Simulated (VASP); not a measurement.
Here is a VASP 6.6.1 calculation.

INCAR

```
  PREC = Accurate
  ENCUT = 520
  EDIFF = 1E-6
  ISMEAR = -1
  SIGMA = 0.05
  LREAL = F
  LASPH = T
  NELM = 60
  ALGO = Normal
  ISIF = 2
  LWAVE = F
  LCHARG = F
  LDIPOL = T
  IDIPOL = 3
  DIPOL = 0.5 0.5 0.500
  NBANDS = 28
```

KPOINTS

```
regular mesh
0
Gamma
  15 15 1
```

Contents of POSCAR:

```
Pt
1.0
    2.7533987118      0.0000000000      0.0000000000
    0.0000000000      2.7533987118      0.0000000000
    0.0000000000      0.0000000000     21.8408000000
Pt
4
Direct
    0.2500000000      0.2500000000      0.3695088340
    0.7500000000      0.7500000000      0.4559661472
    0.2500000000      0.2500000000      0.5440338527
    0.7500000000      0.7500000000      0.6304911655
```

Potentials or basis: VASP PAW LDA potentials, release 64 (Pt).

Command:

```sh
$ cat potpaw_LDA.64/Pt/POTCAR > POTCAR
$ mpirun -np 1 vasp_std > vasp.out
```

(1) Estimate the band gap on the k mesh.

(2) Estimate the largest force.

Results:

(1) zero (bands 20 and 21 overlap by 1.56 eV).

(2) 0.045 eV/Å.

Caveat: spin-orbit coupling is left out, which moves the levels of the heavy elements.
